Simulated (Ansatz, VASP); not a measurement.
Two plane-wave programs on C

```
C
1.0
    -2.44655    2.44655    2.41040
     2.44655   -2.44655    2.41040
     2.44655    2.44655   -2.41040
C
8
Cartesian
  -0.7963 0.7963 0.7845
  1.6503 1.6503 1.6259
  0.7963 -0.7963 0.7845
  0.7963 0.7963 -0.7845
  1.6503 -1.6503 1.6259
  0.7963 0.7963 0.7845
  -1.6503 1.6503 1.6259
  1.6503 1.6503 -1.6259
```

Change from the starting cell: strain +0.015 along x and y, +0.000 along z, atoms carried along.

Alike in both runs: task single point; functional LDA; k mesh 8 × 8 × 8; occupations gaussian, width 0.05 eV; no spin polarisation.

|  | VASP | Ansatz |
| --- | --- | --- |
| version | VASP 6.6.1 | Ansatz 0.2.0 |
| potentials or method | VASP PAW LDA potentials, release 64 (C), cutoff 520 eV | scalar-relativistic, plane waves, PAW |
| valence electrons in the cell | 32 | 32 |

Ansatz gave:

* gap on the k mesh at the Fermi level (eV): 2.83
* least direct gap on the mesh (eV): 3.69
* pressure (GPa): -9.6
* traceless stress, the component that is largest in VASP (GPa): 5.54
* rms of the force components (eV/Å): 0.178

Problem. What did VASP give for the same quantities?

Solution. gap on the k mesh at the Fermi level (eV): 2.82; least direct gap on the mesh (eV): 3.67; pressure (GPa): -8.6; traceless stress, the component that is largest in VASP (GPa): 5.58; rms of the force components (eV/Å): 0.172.

LDA's correlation is that of Perdew and Zunger in VASP and of Perdew and Wang (1992) in Ansatz. Atom by atom the forces differ by 0.025 eV/Å (rms over components).
